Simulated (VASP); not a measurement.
# ZnGe2N2: relaxation of cell and atoms with PBE

Crystal: ZnGe2N2.

```xyz
5
Lattice="3.4383 0.0000 0.0000 -1.7191 2.9776 0.0000 0.0000 0.0000 7.7450" Properties=species:S:1:pos:R:3 pbc="T T T"
Zn    0.0000    0.0000    5.5719
Ge    0.0000    0.0000    3.5454
Ge    0.0000    0.0000    7.6963
N     0.0000    1.9851    7.7174
N     1.7191    0.9925    7.7174
```

The cell was built from a structure type or drawn by symmetry, and may not be a known phase.

```json
{
 "Program": "VASP 6.6.1",
 "Task": "relaxation of cell and atoms",
 "Functional": "PBE",
 "Potentials or basis": "VASP PAW PBE potentials, release 64 (Zn, Ge_d, N)",
 "Cutoff": "600 eV",
 "k mesh": "6 × 6 × 2",
 "Occupations": "gaussian, width 0.1 eV",
 "Spin": "no spin polarisation",
 "Dipole correction": "no",
 "Further INCAR settings": "ALGO = Normal; EDIFF = 1e-06; IBRION = 2; EDIFFG = -0.04; NSW = 90; ISIF = 3"
}
```

- Relaxed volume: 16.52 Å³/atom
- Relaxed cell: a = 3.567 Å, b = 3.567 Å, c = 7.500 Å, α = 90.00°, β = 90.00°, γ = 120.00°
- Space group after relaxing (to 0.1 Å): P6mm (No. 183)
- Energy gained by relaxing: 567.1 meV/atom
- Ionic steps: 32
- Pressure after relaxing: 0.0 GPa
- Largest force after relaxing: 0.009 eV/Å
- Band gap on the k mesh: zero (bands 25 and 26 overlap by 2.07 eV)

Forces on the atoms (eV/Å):
```
Zn   0.000  0.000 -0.009
Ge   0.000  0.000 -0.005
Ge   0.000  0.000  0.000
N    0.000  0.000  0.007
N    0.000  0.000  0.007
```

The path:
| step | energy change (eV) | largest force (eV/Å) | pressure (GPa) | volume (Å³) |
| --- | --- | --- | --- | --- |
| 1 | 0.0000 | 6.2206 | 26.98 | 79.29 |
| 2 | -1.6830 | 0.6339 | -6.00 | 113.73 |
| 3 | -2.0863 | 0.7674 | -0.04 | 98.52 |
| 4 | -2.1268 | 0.5000 | -0.61 | 98.67 |
| 5 | -2.1538 | 0.7188 | -1.53 | 98.96 |
| 6 | -2.1815 | 0.8112 | -1.27 | 97.76 |
| 7 | -2.2600 | 1.0794 | -0.19 | 94.21 |
| 8 | -2.3683 | 1.4845 | 2.67 | 87.36 |
| 9 | -2.3943 | 1.4490 | 2.51 | 86.99 |
| 10 | -2.4492 | 1.3579 | 2.41 | 85.90 |
| 11 | -2.3419 | 1.4194 | 3.71 | 83.72 |
| 12 | -2.4552 | 1.3399 | 2.57 | 85.55 |
| 13 | -2.4563 | 1.3228 | 2.61 | 85.31 |
| 14 | -2.4795 | 1.2041 | 2.24 | 85.89 |
| 15 | -2.5292 | 0.9019 | 0.44 | 87.64 |
| 16 | -2.5535 | 0.4570 | -2.20 | 91.21 |
| 17 | -2.5559 | 0.5416 | -1.82 | 90.42 |
| 18 | -2.5740 | 0.4757 | -1.53 | 89.89 |
| 19 | -2.6173 | 0.3051 | -0.70 | 88.30 |
| 20 | -2.6389 | 0.5620 | 1.39 | 85.16 |
| 21 | -2.6430 | 0.4235 | 0.86 | 86.14 |
| 22 | -2.6674 | 0.4736 | 0.22 | 86.05 |
| 23 | -2.7060 | 0.6802 | -0.86 | 85.77 |
| 24 | -2.7444 | 0.5448 | -0.73 | 84.98 |
| 25 | -2.8124 | 0.2307 | 0.00 | 82.63 |
| 26 | -2.8140 | 0.3867 | 0.45 | 82.03 |
| 27 | -2.8316 | 0.1840 | 0.41 | 81.98 |
| 28 | -2.8341 | 0.0818 | 0.49 | 81.95 |
| 29 | -2.8354 | 0.0428 | -0.09 | 82.69 |
| 30 | -2.8354 | 0.0452 | -0.08 | 82.64 |
| 31 | -2.8354 | 0.0461 | 0.00 | 82.62 |
| 32 | -2.8355 | 0.0086 | -0.01 | 82.62 |

Final structure:
```
Zn Ge N
1.0
     3.56663    0.00000    0.00000
    -1.78331    3.08879    0.00000
     0.00000    0.00000    7.49971
Zn Ge N
1 2 2
Direct
  0.00000 0.00000 0.74483
  0.00000 0.00000 0.41902
  0.00000 0.00000 0.07795
  0.33333 0.66667 0.96096
  0.66667 0.33333 0.96096
```

Levels at points of the mesh, in eV from the Fermi level:
```csv
k point,band 21,band 22,band 23,band 24,band 25,band 26,band 27,band 28,band 29,band 30
"(0.00, 0.00, 0.00)",-4.28,-2.85,-2.31,-1.59,-1.59,0.44,2.09,4.02,4.02,5.07
"(0.50, 0.00, 0.00)",-4.17,-4.12,-2.37,-0.95,1.21,1.27,2.29,2.45,3.47,3.89
"(0.00, 0.00, 0.50)",-4.28,-4.28,-1.58,-1.58,-0.65,0.44,1.44,3.86,3.86,6.14
"(0.50, 0.00, 0.50)",-4.34,-3.17,-2.07,-1.79,0.82,0.99,2.12,2.12,2.45,3.07
```

Wall time 13 min on 1 thread of Intel(R) Xeon(R) Platinum 8375C CPU @ 2.90GHz (Ice Lake), on a shared host, peak memory 0.24 GiB.

Caveat: the k points lie up to 0.42 Å⁻¹ apart in the final cell, too coarse for converged energies and pressures of a metal.
